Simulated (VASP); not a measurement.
Write the native input for VASP 6.6.1 that does the following.

- Task: single point
- Functional: PBE
- Potentials or basis: VASP PAW PBE potentials, release 64 (Si, O)
- Cutoff: 520 eV
- k mesh: 6 × 6 × 8
- Occupations: gaussian, width 0.05 eV
- Spin: no spin polarisation
- Dipole correction: no
- Further INCAR settings: ALGO = Normal; EDIFF = 1e-06; NBANDS = 25

The structure of SiO2 lies in POSCAR:

```
SiO2
1.0
    4.3312000000      0.0000000000      0.0000000000
    0.0000000000      4.3312000000      0.0000000000
    0.0000000000      0.0000000000      2.8512000000
Si O
2 4
Direct
    0.5000000000      0.5000000000      0.5000000000
    0.0000000000      0.0000000000      0.0000000000
    0.6930127928      0.6930127928      0.0000000000
    0.1930127928      0.8069872072      0.5000000000
    0.3069872072      0.3069872072      0.0000000000
    0.8069872072      0.1930127928      0.5000000000
```

These files were run (other wordings do the same):

INCAR

```
ALGO = Normal ; EDIFF = 1E-6
ENCUT = 520 ; GGA = PE
ISIF = 2 ; ISMEAR = 0
LASPH = True ; LCHARG = False
LREAL = False ; LWAVE = False
NBANDS = 25 ; NELM = 60
PREC = Accurate ; SIGMA = 0.05
```

KPOINTS

```
k-points
0
Gamma
  6 6 8
```

Potentials or basis: VASP PAW PBE potentials, release 64 (Si, O).

Run with:

```console
$ cat potpaw_PBE.64/Si/POTCAR potpaw_PBE.64/O/POTCAR > POTCAR
$ mpirun -np 1 vasp_std > vasp.out
```

Results of the run:

* Pressure: -25.6 GPa
* Largest force: 0.251 eV/Å
* Band gap on the k mesh: 3.21 eV

Caveat: the cell stands under tension.

It took 61 s on 1 thread of Intel Xeon 8259CL, on a shared host, peak memory 0.19 GiB.
